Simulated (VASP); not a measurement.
Here is a VASP 6.6.1 calculation.

File INCAR:

```
ALGO     = Normal         # electronic algorithm
EDIFF    = 1E-7           # SCF threshold, eV
ENCUT    = 520            # plane-wave cutoff, eV
GGA      = PE             # functional
ISIF     = 2              # what is computed and relaxed
ISMEAR   = 0              # smearing method
LASPH    = T              # aspherical terms in the spheres
LCHARG   = F              # write CHGCAR
LREAL    = F              # projectors in reciprocal space
LWAVE    = F              # write WAVECAR
NBANDS   = 11             # bands
NELM     = 80             # most SCF steps
PREC     = Accurate       # precision mode
SIGMA    = 0.01           # smearing width, eV
```

KPOINTS

```
k-points
0
Gamma
  8 8 8
```

File POSCAR:

```
C
1.0
    0.0000000000      1.7801241425      1.7801241425
    1.7801241425      0.0000000000      1.7801241425
    1.7801241425      1.7801241425      0.0000000000
C
2
Direct
    0.0000000000      0.0000000000      0.0000000000
    0.2500000000      0.2500000000      0.2500000000
```

Potentials or basis: VASP PAW PBE potentials, release 64 (C).

Launch:

```bash
$ cat potpaw_PBE.64/C/POTCAR > POTCAR
$ mpirun -np 1 vasp_std > vasp.out
```

(1) What does it give for the band gap on the k mesh?

(2) What does it give for the pressure?

Answers

(1) 4.14 eV (least direct gap 5.60 eV).

(2) 4.9 GPa.

Caveat: the cell stands under pressure.
